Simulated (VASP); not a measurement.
# BiSb2Se (P6/mmm) in VASP: a series of runs

Runs on BiSb2Se. Level: PBE. Tasks: single point, relaxation of cell and atoms.

All numbers are computed with VASP 6.6.1; they aren't measurements. Logs are shortened: lines on timing, memory, paths and dates and some standing lists are left out, and cuts for length are marked.

## (1) The cell of the first run

Symmetry: P6/mmm, No. 191, hexagonal system. The conventional cell has a = 3.333 Å, b = 3.333 Å, c = 12.035 Å, α = 90.00°, β = 90.00°, γ = 120.00°. Within 3.7 Å of Sb (site symmetry 6mm) lie 1 Se at 2.79 Å and 1 Bi at 3.22 Å and 6 Sb at 3.33 Å. Bi (site symmetry 6/mmm) has 2 Sb at 3.22 Å and 6 Bi at 3.33 Å within 4.2 Å. Within 3.7 Å of Se (site symmetry 6/mmm) lie 2 Sb at 2.79 Å and 6 Se at 3.33 Å.

The cell was generated, and may not be a known phase.

## (2) Single point, PBE

Contents of INCAR:

```
PREC = Accurate
ENCUT = 520
EDIFF = 1E-7
ISMEAR = 0
SIGMA = 0.1
LREAL = F
LASPH = T
NELM = 100
ALGO = Normal
ISIF = 2
LWAVE = F
LCHARG = F
GGA = PE
NBANDS = 24
```

Contents of KPOINTS:

```
regular mesh
0
Gamma
  18 18 4
```

Contents of POSCAR:

```
BiSb2Se
1.0
    3.3333038959      0.0000000000      0.0000000000
   -1.6666519479      2.8867258524      0.0000000000
    0.0000000000      0.0000000000     12.0353686025
Sb Bi Se
2 1 1
Direct
    0.0000000000      0.0000000000      0.2321703920
    0.0000000000      0.0000000000      0.7678296080
    0.0000000000      0.0000000000      0.5000000000
    0.0000000000      0.0000000000      0.0000000000
```

Potentials or basis: VASP PAW PBE potentials, release 64 (Sb, Bi_d, Se).

Launch:

```
$ cat potpaw_PBE.64/Sb/POTCAR potpaw_PBE.64/Bi_d/POTCAR potpaw_PBE.64/Se/POTCAR > POTCAR
$ mpirun -np 1 vasp_std > vasp.out
```

OUTCAR:

```text
PREC = Accurate
   ENCUT = 520
   EDIFF = 1E-7
   ISMEAR = 0
   LREAL = F
   LASPH = T
   NELM = 100
   ISIF = 2
   GGA = PE

 ion  position               nearest neighbor table
   1  0.000  0.000  0.232-   4 2.79   3 3.22
   2  0.000  0.000  0.768-   4 2.79   3 3.22
   3  0.000  0.000  0.500-   1 3.22   2 3.22
   4  0.000  0.000  0.000-   1 2.79   2 2.79

  LATTYP: Found a hexagonal cell.
 ALAT       =     3.3333038959
 C/A-ratio  =     3.6106424672

  Lattice vectors:

 A1 = (   3.3333038959,   0.0000000000,   0.0000000000)
 A2 = (  -1.6666519479,   2.8867258524,   0.0000000000)
 A3 = (   0.0000000000,   0.0000000000,  12.0353686025)

Analysis of symmetry for initial positions (statically):
=====================================================================
 Subroutine PRICEL returns:
 Original cell was already a primitive cell.

 Routine SETGRP: Setting up the symmetry group for a
 hexagonal supercell.

 Subroutine GETGRP returns: Found 24 space group operations
 (whereof 24 operations were pure point group operations)
 out of a pool of 24 trial point group operations.

The static configuration has the point symmetry D_6h.

Analysis of symmetry for dynamics (positions and initial velocities):
=====================================================================
 Subroutine PRICEL returns:
 Original cell was already a primitive cell.

 Routine SETGRP: Setting up the symmetry group for a
 hexagonal supercell.

 Subroutine GETGRP returns: Found 24 space group operations
 (whereof 24 operations were pure point group operations)
 out of a pool of 24 trial point group operations.

The dynamic configuration has the point symmetry D_6h.

 Subroutine INISYM returns: Found 24 space group operations
 (whereof 24 operations are pure point group operations),
 and found     1 'primitive' translations

----------------------------------------------------------------------------------------

                                     Primitive cell

  volume of cell :     115.8083

  direct lattice vectors                    reciprocal lattice vectors
     3.333303896  0.000000000  0.000000000     0.300002649  0.173206610  0.000000000
    -1.666651948  2.886725852  0.000000000     0.000000000  0.346413221  0.000000000
     0.000000000  0.000000000 12.035368603     0.000000000  0.000000000  0.083088440

  length of vectors
     3.333303896  3.333303896 12.035368603     0.346413221  0.346413221  0.083088440

  position of ions in fractional coordinates (direct lattice)
     0.000000000  0.000000000  0.232170392
     0.000000000  0.000000000  0.767829608
     0.000000000  0.000000000  0.500000000
     0.000000000  0.000000000  0.000000000

  ion indices of the primitive-cell ions
   primitive index   ion index
                 1           1
                 2           2
                 3           3
                 4           4

----------------------------------------------------------------------------------------

 KPOINTS: regular mesh

Automatic generation of k-mesh.
 Grid dimensions read from file:
 generate k-points for:   18   18    4

 Generating k-lattice:

  Cartesian coordinates                     Fractional coordinates (reciprocal lattice)
     0.016666814  0.009622589  0.000000000     0.055555556  0.000000000  0.000000000
     0.000000000  0.019245179  0.000000000     0.000000000  0.055555556  0.000000000
     0.000000000  0.000000000  0.020772110     0.000000000  0.000000000  0.250000000

  Length of vectors
     0.019245179  0.019245179  0.020772110

  Shift w.r.t. Gamma in fractional coordinates (k-lattice)
     0.000000000  0.000000000  0.000000000

 Subroutine IBZKPT returns following result:
 ===========================================

 Found    111 irreducible k-points:

 Following reciprocal coordinates:
            Coordinates               Weight
  0.000000  0.000000  0.000000      1.000000
  0.055556  0.000000  0.000000      6.000000
  0.111111  0.000000  0.000000      6.000000
  0.166667  0.000000  0.000000      6.000000
  0.222222  0.000000  0.000000      6.000000
  0.277778  0.000000  0.000000      6.000000
[... 16 lines left out ...]
  0.333333  0.111111  0.000000     12.000000
  0.388889  0.111111  0.000000     12.000000
 [... further k-points ...]
   k-points           NKPTS =    111   k-points in BZ     NKDIM =    111   number of bands    NBANDS=     24
   number of dos      NEDOS =    301   number of ions     NIONS =      4
   total plane-waves  NPLWV =  70560
   dimension x,y,z NGX =    28 NGY =   28 NGZ =   90
   dimension x,y,z NGXF=    56 NGYF=   56 NGZF=  180
   ions per type =               2   1   1
   NGX,Y,Z   is equivalent  to a cutoff of  13.96, 13.96, 12.43 a.u.
   NGXF,Y,Z  is equivalent  to a cutoff of  27.93, 27.93, 24.86 a.u.
 SYSTEM =  unknown system
   PREC   = accura    normal or accurate (medium, high low for compatibility)
   ISTART =      0    job   : 0-new  1-cont  2-samecut
   ICHARG =      2    charge: 1-file 2-atom 10-const
   ISPIN  =      1    spin polarized calculation?
   LNONCOLLINEAR =      F non collinear calculations
   LSORBIT =      F    spin-orbit coupling
   LASPH  =      T    aspherical Exc in radial PAW
   ENCUT  =  520.0 eV  38.22 Ry    6.18 a.u.   6.20  6.20 22.38*2*pi/ulx,y,z
   NELM   =    100;   NELMIN=  2; NELMDL= -5     # of ELM steps
   EDIFF  = 0.1E-06   stopping-criterion for ELM
   LREAL  =      F    real-space projection
   EDIFFG = 0.1E-05   stopping-criterion for IOM
   NSW    =      0    number of steps for IOM
   IBRION =     -1    ionic relax: 0-MD 1-quasi-New 2-CG
   NFREE  =      0    steps in history (QN), initial steepest desc. (CG)
   ISIF   =      2    stress and relaxation
   ISYM   =      2    0-nonsym 1-usesym 2-fastsym
   POTIM  = 0.5000    time-step for ionic-motion
   TEBEG  =    0.0;   TEEND  =   0.0 temperature during run
   PSTRESS=    0.0 pullay stress
   NELECT =      31.0000    total number of electrons
   NUPDOWN=      -1.0000    fix difference up-down
   EMIN   =  10.00;   EMAX   =-10.00  energy-range for DOS
   EFERMI =   0.00;   METHOD = LEGACY
   ISMEAR =     0;   SIGMA  =   0.10  broadening in eV -4-tet -1-fermi 0-gaus
   EFERMI_NEDOS =   21; number of points for ismear=-14 and -15
   IALGO  =     38    algorithm
   IMIX   =      4    mixing-type and parameters
     AMIX     =   0.40;   BMIX     =  1.00
     AMIX_MAG =   1.60;   BMIX_MAG =  1.00
  volume/ion in A,a.u.               =      28.95       195.38
  Fermi-wavevector in a.u.,A,eV,Ry     =   1.055072  1.993797 15.145693  1.113177
  Thomas-Fermi vector in A             =   2.190256
   LORBIT       =      0    0 simple, 1 ext, 2 COOP (PROOUT), +10 PAW based schemes
   GGA     = PE    functional components
   LHFCALC =     F    Hartree Fock is set to
   AEXX    =    0.0000 exact exchange contribution
   IVDW    =     0    specifies the selected vdW correction
   LEPSILON=     F    determine dielectric tensor
   LRPA    =     F    only Hartree local field effects (RPA)
 non-spin polarized calculation
 Gauss-broadening in eV      SIGMA  =   0.10
  energy-cutoff  :      520.00
  volume of cell :      115.81
 maximum number of plane-waves:      3152
 NGX is ok and might be reduce to    28
   NGX = 13   NGY = 13   NGZ = 45

 number of electron      31.0000004 magnetization

 Free energy of the ion-electron system (eV)
  ---------------------------------------------------
  ext. energy  EPLUGINS =         0.00000000
  ---------------------------------------------------
  free energy    TOTEN  =       -14.87864545 eV

  energy without entropy =      -14.86509001  energy(sigma->0) =      -14.87186773

 E-fermi :   6.4639     XC(G=0):  -9.7925

 val. band max:        6.4501836414   @ k =   0.2778   0.1111   0.0000
 cond. band min:       6.4724376498   @ k =   0.2778   0.2222   0.5000
 fundamental gap:      0.0222540084
 Fermi energy:         6.4639400802

 k-point     1 :       0.0000    0.0000    0.0000
  band No.  band energies     occupation
      1     -16.4991      2.00000
      2     -16.4991      2.00000
      3     -16.4853      2.00000
      4     -16.3268      2.00000
      5     -16.3268      2.00000
      6      -7.4407      2.00000
[... 16 lines left out ...]
     23      14.3080      0.00000
     24      15.8514      0.00000

 k-point     2 :       0.0556    0.0000    0.0000
  band No.  band energies     occupation
      1     -16.5005      2.00000
      2     -16.4925      2.00000
      3     -16.4806      2.00000
      4     -16.3300      2.00000
      5     -16.3275      2.00000
      6      -7.4049      2.00000
[... 16 lines left out ...]
     23      14.3828      0.00000
     24      15.6761      0.00000

 k-point     3 :       0.1111    0.0000    0.0000
  band No.  band energies     occupation
      1     -16.5063      2.00000
      2     -16.4734      2.00000
      3     -16.4654      2.00000
      4     -16.3394      2.00000
      5     -16.3298      2.00000
      6      -7.2994      2.00000
[... 16 lines left out ...]
     23      14.6061      0.00000
     24      15.0857      0.00000

 k-point     4 :       0.1667    0.0000    0.0000
  band No.  band energies     occupation
      1     -16.5162      2.00000
      2     -16.4440      2.00000
      3     -16.4413      2.00000
      4     -16.3538      2.00000
      5     -16.3332      2.00000
      6      -7.1304      2.00000
[... 16 lines left out ...]
     23      14.6062      0.00000
     24      14.6661      0.00000

 k-point     5 :       0.2222    0.0000    0.0000
  band No.  band energies     occupation
      1     -16.5287      2.00000
      2     -16.4118      2.00000
      3     -16.4077      2.00000
      4     -16.3713      2.00000
      5     -16.3373      2.00000
      6      -6.9091      2.00000
[... 16 lines left out ...]
     23      13.4093      0.00000
     24      14.0859      0.00000

 k-point     6 :       0.2778    0.0000    0.0000
  band No.  band energies     occupation
      1     -16.5421      2.00000
      2     -16.3898      2.00000
      3     -16.3807      2.00000
      4     -16.3688      2.00000
      5     -16.3418      2.00000
      6      -6.6530      2.00000
[... 16 lines left out ...]
     23      12.9264      0.00000
     24      13.6349      0.00000
[... 379 lines left out ...]
 k-point    21 :       0.2222    0.1111    0.0000
  band No.  band energies     occupation
      1     -16.5195      2.00000
      2     -16.4174      2.00000
      3     -16.3917      2.00000
      4     -16.3468      2.00000
      5     -16.3377      2.00000
      6      -6.5721      2.00000
[... 16 lines left out ...]
     23      14.3267      0.00000
     24      14.6637      0.00000

 k-point    22 :       0.2778    0.1111    0.0000
  band No.  band energies     occupation
      1     -16.5294      2.00000
      2     -16.4066      2.00000
      3     -16.3837      2.00000
      4     -16.3521      2.00000
      5     -16.3118      2.00000
      6      -6.3180      2.00000
[... 16 lines left out ...]
     23      13.9219      0.00000
     24      14.0144      0.00000

 k-point    23 :       0.3333    0.1111    0.0000
  band No.  band energies     occupation
      1     -16.5379      2.00000
      2     -16.4187      2.00000
      3     -16.3564      2.00000
      4     -16.3510      2.00000
      5     -16.2957      2.00000
      6      -6.0910      2.00000
[... 16 lines left out ...]
     23      13.1859      0.00000
     24      13.7548      0.00000

 k-point    24 :       0.3889    0.1111    0.0000
  band No.  band energies     occupation
      1     -16.5435      2.00000
      2     -16.4265      2.00000
      3     -16.3592      2.00000
      4     -16.3243      2.00000
      5     -16.2903      2.00000
      6      -5.9309      2.00000
[... 16 lines left out ...]
     23      12.6347      0.00000
     24      13.3347      0.00000

 [... further k-points ...]

------------------------ aborting loop because EDIFF is reached ----------------------------------------

  FORCE on cell =-STRESS in cart. coord.  units (eV):
  Direction    XX          YY          ZZ          XY          YZ          ZX
  --------------------------------------------------------------------------------------
  -------------------------------------------------------------------------------------
  Total       -0.0597893     -0.0597893     -0.0583300     -0.0000000      0.0000000      0.0000000
  in kB       -0.8271683     -0.8271683     -0.8069800     -0.0000000      0.0000000      0.0000000
  external PRESSURE =      -0.8204388 kB  Pullay stress =       0.0000000 kB

 VOLUME and BASIS-vectors are now :
 -----------------------------------------------------------------------------
  energy-cutoff  :      520.00
  volume of cell :      115.81
      direct lattice vectors                 reciprocal lattice vectors
     3.333303896  0.000000000  0.000000000     0.300002649  0.173206610  0.000000000
    -1.666651948  2.886725852  0.000000000     0.000000000  0.346413221  0.000000000
     0.000000000  0.000000000 12.035368603     0.000000000  0.000000000  0.083088440

 POSITION                                       TOTAL-FORCE (eV/Angst)
 -----------------------------------------------------------------------------------
      0.00000      0.00000      2.79426         0.000000     -0.000000     -0.004781
      0.00000      0.00000      9.24111        -0.000000      0.000000      0.004781
      0.00000      0.00000      6.01768         0.000000      0.000000      0.000000
      0.00000      0.00000      0.00000         0.000000      0.000000      0.000000
 -----------------------------------------------------------------------------------
    total drift:                                0.000000      0.000000      0.000000

  FREE ENERGIE OF THE ION-ELECTRON SYSTEM (eV)
  ---------------------------------------------------
  free  energy   TOTEN  =       -14.8786454544 eV

  energy  without entropy=      -14.8650900113  energy(sigma->0) =      -14.87186773
```

Wall time 3.4 min (1 thread of AMD EPYC 9R45 (Zen 5), shared host); peak memory 0.45 GiB.

What came out:

- Free energy: -14.8786 eV
- Pressure: -0.1 GPa
- Largest force: 0.005 eV/Å
- Band gap on the k mesh: zero (an odd number of electrons rules out a gap without spin polarisation)

Forces in eV/Å, atoms in the order of the input:
```
Sb   0.000  0.000 -0.005
Sb   0.000  0.000  0.005
Bi   0.000  0.000  0.000
Se   0.000  0.000  0.000
```

Caveat: spin-orbit coupling is left out, which moves the levels of the heavy elements.

(Continued in part 2 of 2.)

The gap in the log of VASP goes by the Fermi energy; the results here count the filled bands.